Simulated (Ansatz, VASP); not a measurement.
One calculation of NiO, two programs

Contents of INCAR:

```
ALGO     = Normal         # electronic algorithm
EDIFF    = 1E-7           # SCF threshold, eV
EDIFFG   = -0.01          # ionic threshold
ENCUT    = 520            # plane-wave cutoff, eV
GGA      = PE             # functional
GGA_COMPAT= F            
IBRION   = 2              # ionic algorithm
ISIF     = 2              # what is computed and relaxed
ISMEAR   = 0              # smearing method
ISPIN    = 2              # spin polarisation
KPAR     = 4            
LASPH    = T              # aspherical terms in the spheres
LCHARG   = F              # write CHGCAR
LDAU     = T              # DFT+U
LDAUJ    = 0 0          
LDAUL    = 2 -1           # shell
LDAUPRINT= 1            
LDAUTYPE = 2            
LDAUU    = 6.2 0          # U, eV
LMAXMIX  = 4              # l up to which the mixer works
LORBIT   = 11             # projections on sites
LREAL    = F              # projectors in reciprocal space
LWAVE    = F              # write WAVECAR
MAGMOM   = 1.83 -1.83 0 0 # initial moments
NELM     = 200            # most SCF steps
NELMIN   = 4            
NSW      = 60             # ionic steps
PREC     = Accurate       # precision mode
SIGMA    = 0.05           # smearing width, eV
```

Contents of KPOINTS:

```
k-points
0
Gamma
  10 10 10
```

The input POSCAR:

```
NiO
1.0
   -2.0859016414     -2.0859016414      4.1718032828
   -4.1718032828     -2.0859016414      2.0859016414
   -2.0859016414     -4.1718032828      2.0859016414
Ni O
2 2
Direct
    0.0000000000      0.0000000000      0.0000000000
    0.5000000000      0.5000000000      0.5000000000
    1.2500000005     -0.7499999995     -0.7499999995
    1.7499999995     -0.2500000005     -0.2500000005
```

Input for Ansatz:

```yaml
crystal:
  lattice:
    - [-2.0859016414, -2.0859016414, 4.1718032828]
    - [-4.1718032828, -2.0859016414, 2.0859016414]
    - [-2.0859016414, -4.1718032828, 2.0859016414]
  atoms:
    - { symbol: Ni, position: [0.0, 0.0, 0.0], spin: 1.85 }
    - { symbol: O, position: [1.2500000005, -0.7499999995, -0.7499999995] }
    - { symbol: Ni, position: [0.5, 0.5, 0.5], spin: -1.85 }
    - { symbol: O, position: [1.7499999995, -0.2500000005, -0.2500000005] }
basis:
  ecutwfc: 420
  ecutrho_ratio: 4
kpoints:
  mp_grid: { grid: [10, 10, 10] }
hamiltonian:
  xc: pbe
  hubbard:
    sites:
      - { species: Ni, l: d, u_eff: 6.2, starting_ns: start.occupation_matrices }
    ns_hold: { iters: 6 }
scf:
  occupations: { method: gaussian, width: 0.05 }
  lower_state_search: "off"
output:
  forces: true
  stress: true
  eigenvalues: true
  populations: true
  efg:
    contact_densities: true
    quadrupole_moments_barn: { O: -0.02558, Ni: 0.162 }
magnetization:
  spin_polarized: true
relax:
  f_tol: 0.01
  max_steps: 40
```

Alike in both runs: task relaxation of the atoms; functional PBE; k mesh 10 × 10 × 10; occupations gaussian, width 0.05 eV; collinear spin; Hubbard terms Ni d U = 6.2 eV.

```csv
,VASP,Ansatz
version,VASP 6.6.1,Ansatz 0.2.0
potentials or method,"VASP PAW PBE potentials, release 64 (Ni, O), cutoff 520 eV","scalar-relativistic, plane waves, PAW"
valence electrons in the cell,32,48
```

VASP gave:

| Item | Value |
| --- | --- |
| gap on the k mesh at the Fermi level, each at its own relaxed structure (eV) | 3.45 |
| net moment per atom (μB) | 0.00 |
| size of the moment on the site where the two differ most (μB) | 1.75 |

Question: Which values does Ansatz return?

Answer: gap on the k mesh at the Fermi level, each at its own relaxed structure (eV): 3.16; net moment per atom (μB): 0.00; size of the moment on the site where the two differ most (μB): 1.67.

Site moments also hang on the region over which each program counts them. The programs project onto different local orbitals, so the same U acts differently, and such runs can settle in different states. VASP's potentials hold 32 valence electrons a cell and Ansatz's 48, so a difference there can come from the potentials and not from the codes. Ansatz's warnings: anti translation declined, stress scf threshold loose.

Noted on VASP's run: the relaxation stopped at its first step, so nothing moved.
